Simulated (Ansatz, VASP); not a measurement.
## One calculation of Be4CN, two programs

```
Be C N
1.0
     1.97364   -2.60881    0.00000
     1.97364    2.60881    0.00000
     0.00000    0.00000    4.34214
Be C N
4 1 1
Direct
  0.68038 0.31962 0.00000
  0.18767 0.81233 0.50000
  0.81233 0.18767 0.50000
  0.31962 0.68038 0.00000
  0.00000 0.00000 0.00000
  0.50000 0.50000 0.50000
```

Change from the starting cell: species swapped into the CaCeC4 type (Cmmm, No. 65).

Alike in both runs: task relaxation of cell and atoms; functional PBE; k mesh 12 × 12 × 10; occupations gaussian, width 0.1 eV; no spin polarisation.

|  | VASP | Ansatz |
| --- | --- | --- |
| version | VASP 6.6.1 | Ansatz 0.2.0 |
| potentials or method | VASP PAW PBE potentials, release 64 (Be, C_h, N_h), cutoff 910 eV | scalar-relativistic, plane waves, PAW |
| valence electrons in the cell | 17 | 17 |

|  | VASP | Ansatz | Ansatz less VASP |
| --- | --- | --- | --- |
| gap on the k mesh at the Fermi level, each at its own relaxed structure (eV) | none | none | - |
| relaxed volume (Å³/atom) | 7.36 | 7.38 | +0.019 |
| relaxed length of the cell vector where the two differ most in proportion (Å) | 3.313 | 3.317 | +0.0037 |

A gap of «none» marks a metal or a gap that the smearing closes.

Noted on VASP's run: the cutoff is under 1.25 times that of the potentials, so the pressure is a little rough.
